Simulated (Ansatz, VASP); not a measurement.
## Two plane-wave programs on SnC2

File INCAR:

```
ALGO = Normal
EDIFF = 1E-6
EDIFFG = -0.001
ENCUT = 600
GGA = PE
IBRION = 2
ISIF = 3
ISMEAR = 0
LASPH = T
LCHARG = F
LREAL = F
LWAVE = F
NELM = 60
NSW = 80
PREC = Accurate
SIGMA = 0.01
```

File KPOINTS:

```
k-points
0
Gamma
  10 10 10
```

Contents of POSCAR:

```
SnC2
1.0
   -2.0349669140      2.0349669140      3.2982960436
    2.0349669140     -2.0349669140      3.2982960436
    2.0349669140      2.0349669140     -3.2982960436
Sn C
1 2
Direct
    0.0000000000      0.0000000000      0.0000000000
    0.5962663696      0.5962663696      0.0000000000
    0.4037336304      0.4037336304      0.0000000000
```

Input for Ansatz:

```yaml
crystal:
  lattice:
    - [-2.0349669162, 2.0349669162, 3.2982960573]
    - [2.0349669162, -2.0349669162, 3.2982960573]
    - [2.0349669162, 2.0349669162, -3.2982960573]
  atoms:
    - { symbol: Sn, position: [0.0, 0.0, 0.0] }
    - { symbol: C, position: [0.5962663686, 0.5962663686, 0.0] }
    - { symbol: C, position: [0.4037336314, 0.4037336314, 0.0] }
basis:
  ecutwfc: 420
kpoints:
  mp_grid: { grid: [10, 10, 10] }
hamiltonian:
  xc: pbe
scf:
  occupations: { method: fixed }
output:
  forces: true
  stress: true
  eigenvalues: true
relax:
  adjacent_minimum: "off"
  f_tol: 0.001
  max_steps: 60
  cell: { stress_tol: 0.01 }
```

Alike in both runs: task relaxation of cell and atoms; functional PBE; k mesh 10 × 10 × 10; no spin polarisation.

|  | VASP | Ansatz |
| --- | --- | --- |
| version | VASP 6.6.1 | Ansatz 0.2.0 |
| potentials or method | VASP PAW PBE potentials, release 64 (Sn_d, C), cutoff 600 eV | scalar-relativistic, plane waves, PAW |
| occupations | gaussian, width 0.01 eV | fixed |
| valence electrons in the cell | 22 | 22 |

```tsv
	VASP	Ansatz	Ansatz less VASP
gap on the k mesh at the Fermi level, each at its own relaxed structure (eV)	0.94	0.95	+0.007
relaxed volume (Å³/atom)	18.19	18.21	+0.023
relaxed cell length with the largest relative difference (Å)	4.376	4.377	+0.0015
```
